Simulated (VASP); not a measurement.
Write the native input for VASP 6.6.1 that does the following.

```yaml
Task: single point
Functional: PBE
Potentials_or_basis: VASP PAW PBE potentials, release 64 (Al, Sb, Br)
Cutoff: 520 eV
k_mesh: 12 × 12 × 4
Occupations: gaussian, width 0.1 eV
Spin: no spin polarisation
Dipole_correction: no
Further_INCAR_settings: ALGO = Normal; EDIFF = 1e-06; NBANDS = 22
```

The structure of AlSb2Br2 lies in POSCAR:

```
AlSb2Br2
1.0
    4.0714031288      0.0000000000      0.0000000000
   -2.0357015644      3.5259385386      0.0000000000
    0.0000000000      0.0000000000     13.3060132833
Al Sb Br
1 2 2
Direct
    0.0000000000      0.0000000000      0.0000000000
    0.3333333333      0.6666666667      0.5621215226
    0.6666666667      0.3333333333      0.4378784774
    0.3333333333      0.6666666667      0.1094041593
    0.6666666667      0.3333333333      0.8905958407
```

These files were run (other wordings do the same):

INCAR

```
SYSTEM = AlSb2Br2
PREC     = Accurate       ! precision mode
ENCUT    = 520            ! plane-wave cutoff, eV
EDIFF    = 1E-6           ! SCF threshold, eV
ISMEAR   = 0              ! smearing method
SIGMA    = 0.1            ! smearing width, eV
LREAL    = .False.        ! projectors in reciprocal space
LASPH    = .True.         ! aspherical terms in the spheres
NELM     = 80             ! most SCF steps
ALGO     = Normal         ! electronic algorithm
ISIF     = 2              ! what is computed and relaxed
LWAVE    = .False.        ! write WAVECAR
LCHARG   = .False.        ! write CHGCAR
GGA      = PE             ! functional
NBANDS   = 22             ! bands
```

KPOINTS

```
Automatic mesh
0
Gamma
  12 12 4
  0 0 0
```

Potentials or basis: VASP PAW PBE potentials, release 64 (Al, Sb, Br).

Command:

```bash
$ cat potpaw_PBE.64/Al/POTCAR potpaw_PBE.64/Sb/POTCAR potpaw_PBE.64/Br/POTCAR > POTCAR
$ mpirun -np 1 vasp_std > vasp.out
```

It gave:

The pressure is 0.0 GPa and the largest force is 0.084 eV/Å. The band gap on the k mesh is zero (an odd number of electrons rules out a gap without spin polarisation).

Caveat: spin-orbit coupling is left out, which moves the levels of the heavy elements; this functional lacks dispersion, which binds layers or chains, so the pressure and a relaxed spacing across them are unreliable; an odd number of electrons without spin polarisation forces a metal; a magnetic or distorted state may lie lower.

Wall time 2.9 min on 1 thread of Intel(R) Xeon(R) 6975P-C (Granite Rapids), with other jobs on the host, peak memory 0.47 GiB.
